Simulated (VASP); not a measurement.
A run of VASP 6.6.1:

The input INCAR:

```
ALGO = Normal
EDIFF = 1E-6
ENCUT = 500
GGA = PE
GGA_COMPAT = F
ISIF = 2
ISMEAR = 0
LASPH = T
LCHARG = F
LREAL = F
LWAVE = F
NBANDS = 16
NELM = 120
PREC = Accurate
SIGMA = 0.15
```

The input KPOINTS:

```
k-points
0
Gamma
  12 12 12
```

Contents of POSCAR:

```
GaSb
1.0
    0.0000000000      2.9928966414      3.1639326220
    3.1639326220      0.0000000000      3.1639326220
    3.1639326220      2.9928966414      0.0000000000
Ga Sb
1 1
Direct
    0.0000000000      0.0000000000      0.0000000000
    0.7500000000      0.7500000000      0.7500000000
```

Potentials or basis: VASP PAW PBE potentials, release 64 (Ga_d, Sb).

The run is started by

```console
$ cat potpaw_PBE.64/Ga_d/POTCAR potpaw_PBE.64/Sb/POTCAR > POTCAR
$ mpirun -np 1 vasp_std > vasp.out
```

Hardware: 1 thread of Intel Xeon 6975P-C (shared host).

Estimate the wall time of this run.

Wall time 110 s on 1 thread of Intel Xeon 6975P-C (shared host), peak memory 0.3 GiB. Counts: scf iterations 13, k points 163.
